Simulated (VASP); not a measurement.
NaI, 2 atoms in the cell. It takes space group Fm-3m (No. 225, cubic). The conventional cell has a = 6.528 Å, b = 6.528 Å, c = 6.528 Å, α = 90.00°, β = 90.00°, γ = 90.00°. Within 4.3 Å of Na (site symmetry m-3m) lie 6 I at 3.26 Å. I (site symmetry m-3m) has 6 Na at 3.26 Å within 4.3 Å. 

```yaml
Program: VASP 6.6.1
Task: single point
Functional: PBE
Potentials_or_basis: VASP PAW PBE potentials, release 64 (Na_pv, I)
Cutoff: 520 eV
k_mesh: 6 × 6 × 6
Occupations: gaussian, width 0.02 eV
Spin: no spin polarisation
Dipole_correction: no
Further_INCAR_settings: ALGO = Normal; EDIFF = 1e-06; NBANDS = 14
```

Potentials or basis: VASP PAW PBE potentials, release 64 (Na_pv, I).

Run with:

```console
$ cat potpaw_PBE.64/Na_pv/POTCAR potpaw_PBE.64/I/POTCAR > POTCAR
$ mpirun -np 1 vasp_std > vasp.out
```

Hardware: 1 thread of Intel(R) Xeon(R) 6975P-C (Granite Rapids) (shared host).

Task: Estimate the wall time of this run.

Result: Wall time 7.5 s on 1 thread of Intel(R) Xeon(R) 6975P-C (Granite Rapids), with other jobs on the host, peak memory 0.2 GiB. Counts: scf iterations 11, k points 16.
